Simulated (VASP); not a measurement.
A run of VASP 6.6.1 is set up as follows.

File INCAR:

```
SYSTEM = Ag
PREC     = Accurate       ! precision mode
ENCUT    = 520            ! plane-wave cutoff, eV
EDIFF    = 1E-6           ! SCF threshold, eV
ISMEAR   = -1             ! smearing method
SIGMA    = 0.15           ! smearing width, eV
LREAL    = .False.        ! projectors in reciprocal space
LASPH    = .True.         ! aspherical terms in the spheres
NELM     = 100            ! most SCF steps
ALGO     = Fast           ! electronic algorithm
ISIF     = 2              ! what is computed and relaxed
LWAVE    = .False.        ! write WAVECAR
LCHARG   = .False.        ! write CHGCAR
GGA      = CA             ! functional
NBANDS   = 18             ! bands
```

Contents of KPOINTS:

```
regular mesh
0
Gamma
  18 18 10
  0 0 0
```

Contents of POSCAR:

```
Ag
1.0
    2.8446372619      0.0000000000      0.0000000000
   -1.4223186310      2.4635281334      0.0000000000
    0.0000000000      0.0000000000      4.6708516806
Ag
2
Direct
    0.3333333333      0.6666666667      0.2500000000
    0.6666666667      0.3333333333      0.7500000000
```

Potentials or basis: VASP PAW LDA potentials, release 64 (Ag).

Command:

```bash
$ cat potpaw_LDA.64/Ag/POTCAR > POTCAR
$ mpirun -np 1 vasp_std > vasp.out
```

Predict the band gap on the k mesh.

zero (band 11 reaches 12.94 eV, above the bottom of band 12 at 5.31 eV).

What does it give for the pressure?

-2.4 GPa.
